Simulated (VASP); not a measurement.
# CdTe (rock salt) (Fm-3m) in VASP: single point with PBE+D3(BJ)

Aim: the single point of CdTe (rock salt) with PBE+D3(BJ).

All numbers are computed with VASP 6.6.1; they aren't measurements. Logs are shortened: lines on timing, memory, paths and dates and some standing lists are left out, and cuts for length are marked.

### 1 The cell of the first run

Symmetry: Fm-3m, No. 225, cubic system. The conventional cell has a = 6.158 Å, b = 6.158 Å, c = 6.158 Å, α = 90.00°, β = 90.00°, γ = 90.00°. Within 4.1 Å of Cd (site symmetry m-3m) lie 6 Te at 3.08 Å. Within 4.1 Å of Te (site symmetry m-3m) lie 6 Cd at 3.08 Å.

### 2 Single point, PBE+D3(BJ) (volume scaled by 1.12)

The input, INCAR:

```
PREC = Accurate
ENCUT = 520
EDIFF = 1E-6
ISMEAR = 0
SIGMA = 0.05
LREAL = False
LASPH = True
NELM = 60
ALGO = Normal
ISIF = 2
LWAVE = False
LCHARG = False
GGA = PE
IVDW = 12
NBANDS = 16
```

The input, KPOINTS:

```
regular mesh
0
Gamma
  16 16 16
```

The input, POSCAR:

```
CdTe
1.0
    0.0000000000      3.0791490024      3.0791490024
    3.0791490024      0.0000000000      3.0791490024
    3.0791490024      3.0791490024      0.0000000000
Cd Te
1 1
Direct
    0.0000000000      0.0000000000      0.0000000000
    0.5000000000      0.5000000000      0.5000000000
```

Potentials or basis: VASP PAW PBE potentials, release 64 (Cd, Te).

Command:

```
> cat potpaw_PBE.64/Cd/POTCAR potpaw_PBE.64/Te/POTCAR > POTCAR
> mpirun -np 1 vasp_std > vasp.out
```

OUTCAR:

```text
PREC = Accurate
   ENCUT = 520
   EDIFF = 1E-6
   ISMEAR = 0
   LREAL = False
   LASPH = True
   NELM = 60
   ISIF = 2
   GGA = PE
   IVDW = 12
 IVDW          = 12

 ion  position               nearest neighbor table
   1  0.000  0.000  0.000-   2 3.08   2 3.08   2 3.08   2 3.08   2 3.08   2 3.08
   2  0.500  0.500  0.500-   1 3.08   1 3.08   1 3.08   1 3.08   1 3.08   1 3.08

  LATTYP: Found a face centered cubic cell.
 ALAT       =     6.1582980048

  Lattice vectors:

 A1 = (   0.0000000000,   3.0791490024,   3.0791490024)
 A2 = (   3.0791490024,   0.0000000000,   3.0791490024)
 A3 = (   3.0791490024,   3.0791490024,   0.0000000000)

Analysis of symmetry for initial positions (statically):
=====================================================================
 Subroutine PRICEL returns:
 Original cell was already a primitive cell.

 Routine SETGRP: Setting up the symmetry group for a
 face centered cubic supercell.

 Subroutine GETGRP returns: Found 48 space group operations
 (whereof 48 operations were pure point group operations)
 out of a pool of 48 trial point group operations.

The static configuration has the point symmetry O_h .

Analysis of symmetry for dynamics (positions and initial velocities):
=====================================================================
 Subroutine PRICEL returns:
 Original cell was already a primitive cell.

 Routine SETGRP: Setting up the symmetry group for a
 face centered cubic supercell.

 Subroutine GETGRP returns: Found 48 space group operations
 (whereof 48 operations were pure point group operations)
 out of a pool of 48 trial point group operations.

The dynamic configuration has the point symmetry O_h .

 Subroutine INISYM returns: Found 48 space group operations
 (whereof 48 operations are pure point group operations),
 and found     1 'primitive' translations

----------------------------------------------------------------------------------------

                                     Primitive cell

  volume of cell :      58.3878

  direct lattice vectors                    reciprocal lattice vectors
     0.000000000  3.079149002  3.079149002    -0.162382528  0.162382528  0.162382528
     3.079149002  0.000000000  3.079149002     0.162382528 -0.162382528  0.162382528
     3.079149002  3.079149002  0.000000000     0.162382528  0.162382528 -0.162382528

  length of vectors
     4.354574280  4.354574280  4.354574280     0.281254789  0.281254789  0.281254789

  position of ions in fractional coordinates (direct lattice)
     0.000000000  0.000000000  0.000000000
     0.500000000  0.500000000  0.500000000

  ion indices of the primitive-cell ions
   primitive index   ion index
                 1           1
                 2           2

----------------------------------------------------------------------------------------

 KPOINTS: regular mesh

Automatic generation of k-mesh.
 Grid dimensions read from file:
 generate k-points for:   16   16   16

 Generating k-lattice:

  Cartesian coordinates                     Fractional coordinates (reciprocal lattice)
    -0.010148908  0.010148908  0.010148908     0.062500000  0.000000000  0.000000000
     0.010148908 -0.010148908  0.010148908     0.000000000  0.062500000  0.000000000
     0.010148908  0.010148908 -0.010148908     0.000000000  0.000000000  0.062500000

  Length of vectors
     0.017578424  0.017578424  0.017578424

  Shift w.r.t. Gamma in fractional coordinates (k-lattice)
     0.000000000  0.000000000  0.000000000

 Subroutine IBZKPT returns following result:
 ===========================================

 Found    145 irreducible k-points:

 Following reciprocal coordinates:
            Coordinates               Weight
  0.000000  0.000000  0.000000      1.000000
  0.062500  0.000000  0.000000      8.000000
  0.125000  0.000000  0.000000      8.000000
  0.187500  0.000000  0.000000      8.000000
  0.250000  0.000000  0.000000      8.000000
  0.312500  0.000000  0.000000      8.000000
[... 16 lines left out ...]
 -0.125000  0.062500  0.000000     24.000000
 -0.062500  0.062500  0.000000     12.000000
 [... further k-points ...]
   k-points           NKPTS =    145   k-points in BZ     NKDIM =    145   number of bands    NBANDS=     16
   number of dos      NEDOS =    301   number of ions     NIONS =      2
   total plane-waves  NPLWV =  32768
   dimension x,y,z NGX =    32 NGY =   32 NGZ =   32
   dimension x,y,z NGXF=    64 NGYF=   64 NGZF=   64
   ions per type =               1   1
   NGX,Y,Z   is equivalent  to a cutoff of  12.22, 12.22, 12.22 a.u.
   NGXF,Y,Z  is equivalent  to a cutoff of  24.43, 24.43, 24.43 a.u.
 SYSTEM =  unknown system
   PREC   = accura    normal or accurate (medium, high low for compatibility)
   ISTART =      0    job   : 0-new  1-cont  2-samecut
   ICHARG =      2    charge: 1-file 2-atom 10-const
   ISPIN  =      1    spin polarized calculation?
   LNONCOLLINEAR =      F non collinear calculations
   LSORBIT =      F    spin-orbit coupling
   LASPH  =      T    aspherical Exc in radial PAW
   ENCUT  =  520.0 eV  38.22 Ry    6.18 a.u.   8.10  8.10  8.10*2*pi/ulx,y,z
   NELM   =     60;   NELMIN=  2; NELMDL= -5     # of ELM steps
   EDIFF  = 0.1E-05   stopping-criterion for ELM
   LREAL  =      F    real-space projection
   EDIFFG = 0.1E-04   stopping-criterion for IOM
   NSW    =      0    number of steps for IOM
   IBRION =     -1    ionic relax: 0-MD 1-quasi-New 2-CG
   NFREE  =      0    steps in history (QN), initial steepest desc. (CG)
   ISIF   =      2    stress and relaxation
   ISYM   =      2    0-nonsym 1-usesym 2-fastsym
   POTIM  = 0.5000    time-step for ionic-motion
   TEBEG  =    0.0;   TEEND  =   0.0 temperature during run
   PSTRESS=    0.0 pullay stress
   NELECT =      18.0000    total number of electrons
   NUPDOWN=      -1.0000    fix difference up-down
   EMIN   =  10.00;   EMAX   =-10.00  energy-range for DOS
   EFERMI =   0.00;   METHOD = LEGACY
   ISMEAR =     0;   SIGMA  =   0.05  broadening in eV -4-tet -1-fermi 0-gaus
   EFERMI_NEDOS =   21; number of points for ismear=-14 and -15
   IALGO  =     38    algorithm
   IMIX   =      4    mixing-type and parameters
     AMIX     =   0.40;   BMIX     =  1.00
     AMIX_MAG =   1.60;   BMIX_MAG =  1.00
  volume/ion in A,a.u.               =      29.19       197.01
  Fermi-wavevector in a.u.,A,eV,Ry     =   1.105923  2.089892 16.640824  1.223066
  Thomas-Fermi vector in A             =   2.242417
   LORBIT       =      0    0 simple, 1 ext, 2 COOP (PROOUT), +10 PAW based schemes
   GGA     = PE    functional components
   LHFCALC =     F    Hartree Fock is set to
   AEXX    =    0.0000 exact exchange contribution
   IVDW    =    12    specifies the selected vdW correction
   LEPSILON=     F    determine dielectric tensor
   LRPA    =     F    only Hartree local field effects (RPA)
 non-spin polarized calculation
 Gauss-broadening in eV      SIGMA  =   0.05
  energy-cutoff  :      520.00
  volume of cell :       58.39
 maximum number of plane-waves:      1592
   NGX = 17   NGY = 17   NGZ = 17

 number of electron      18.0000009 magnetization

 Free energy of the ion-electron system (eV)
  ---------------------------------------------------
  ext. energy  EPLUGINS =         0.00000000
  ---------------------------------------------------
  free energy    TOTEN  =        -4.44947792 eV

  energy without entropy =       -4.44802613  energy(sigma->0) =       -4.44875203

 E-fermi :   3.6346     XC(G=0):  -9.5951

 val. band max:        3.6291591535   @ k =  -0.4375   0.4375   0.0625
 cond. band min:       3.6347635408   @ k =  -0.2500   0.0625   0.0000
 fundamental gap:      0.0056043873
 Fermi energy:         3.6346009279

 k-point     1 :       0.0000    0.0000    0.0000
  band No.  band energies     occupation
      1      -7.7516      2.00000
      2      -4.5721      2.00000
      3      -4.5721      2.00000
      4      -4.5341      2.00000
      5      -4.5341      2.00000
      6      -4.5341      2.00000
[... 8 lines left out ...]
     15      11.3223      0.00000
     16      11.3223      0.00000

 k-point     2 :       0.0625    0.0000    0.0000
  band No.  band energies     occupation
      1      -7.7219      2.00000
      2      -4.5765      2.00000
      3      -4.5765      2.00000
      4      -4.5351      2.00000
      5      -4.5320      2.00000
      6      -4.5320      2.00000
[... 8 lines left out ...]
     15      11.1786      0.00000
     16      11.3599      0.00000

 k-point     3 :       0.1250    0.0000    0.0000
  band No.  band energies     occupation
      1      -7.6345      2.00000
      2      -4.5901      2.00000
      3      -4.5901      2.00000
      4      -4.5384      2.00000
      5      -4.5248      2.00000
      6      -4.5248      2.00000
[... 8 lines left out ...]
     15      11.2809      0.00000
     16      11.2809      0.00000

 k-point     4 :       0.1875    0.0000    0.0000
  band No.  band energies     occupation
      1      -7.4957      2.00000
      2      -4.6117      2.00000
      3      -4.6117      2.00000
      4      -4.5442      2.00000
      5      -4.5127      2.00000
      6      -4.5127      2.00000
[... 8 lines left out ...]
     15      11.6227      0.00000
     16      11.6227      0.00000
[... 324 lines left out ...]
 k-point    22 :      -0.1875    0.0625    0.0000
  band No.  band energies     occupation
      1      -7.4196      2.00000
      2      -4.6339      2.00000
      3      -4.6079      2.00000
      4      -4.5461      2.00000
      5      -4.5110      2.00000
      6      -4.5009      2.00000
[... 8 lines left out ...]
     15      11.4773      0.00000
     16      12.4074      0.00000

 k-point    23 :      -0.1250    0.0625    0.0000
  band No.  band energies     occupation
      1      -7.5698      2.00000
      2      -4.6097      2.00000
      3      -4.5887      2.00000
      4      -4.5405      2.00000
      5      -4.5224      2.00000
      6      -4.5157      2.00000
[... 8 lines left out ...]
     15      11.6108      0.00000
     16      11.9179      0.00000

 k-point    24 :      -0.0625    0.0625    0.0000
  band No.  band energies     occupation
      1      -7.6732      2.00000
      2      -4.5899      2.00000
      3      -4.5774      2.00000
      4      -4.5370      2.00000
      5      -4.5294      2.00000
      6      -4.5267      2.00000
[... 8 lines left out ...]
     15      11.5334      0.00000
     16      11.6287      0.00000

 [... further k-points ...]

------------------------ aborting loop because EDIFF is reached ----------------------------------------

 Edisp (eV)   -0.82470

 E8    (eV) :    -0.3752

  FORCE on cell =-STRESS in cart. coord.  units (eV):
  Direction    XX          YY          ZZ          XY          YZ          ZX
  --------------------------------------------------------------------------------------
  -------------------------------------------------------------------------------------
  Total      -1.07229    -1.07229    -1.07229     0.00000     0.00000     0.00000
  in kB     -29.42392   -29.42392   -29.42392     0.00000     0.00000     0.00000
  external pressure =      -29.42 kB  Pullay stress =        0.00 kB

 VOLUME and BASIS-vectors are now :
 -----------------------------------------------------------------------------
  energy-cutoff  :      520.00
  volume of cell :       58.39
      direct lattice vectors                 reciprocal lattice vectors
     0.000000000  3.079149002  3.079149002    -0.162382528  0.162382528  0.162382528
     3.079149002  0.000000000  3.079149002     0.162382528 -0.162382528  0.162382528
     3.079149002  3.079149002  0.000000000     0.162382528  0.162382528 -0.162382528

 POSITION                                       TOTAL-FORCE (eV/Angst)
 -----------------------------------------------------------------------------------
      0.00000      0.00000      0.00000         0.000000      0.000000      0.000000
      3.07915      3.07915      3.07915         0.000000      0.000000     -0.000000
 -----------------------------------------------------------------------------------
    total drift:                                0.000000     -0.000000     -0.000000

  FREE ENERGIE OF THE ION-ELECTRON SYSTEM (eV)
  ---------------------------------------------------
  free  energy   TOTEN  =        -5.2741768037 eV

  energy  without entropy=       -5.2727250160  energy(sigma->0) =       -5.27345091
```

It took 1.8 min on 1 thread of AMD EPYC 7R13 (Zen 3), shared host; peak memory 0.26 GiB.

What came out:

- Free energy: -5.2742 eV
- Pressure: -2.9 GPa
- Band gap on the k mesh: zero (band 9 reaches 3.75 eV, above the bottom of band 10 at 2.42 eV)
- Dispersion energy per atom: -0.412 eV

Caveat: spin-orbit coupling is left out, which moves the levels of the heavy elements; pairwise dispersion overbinds metals, which lowers pressure and volume.
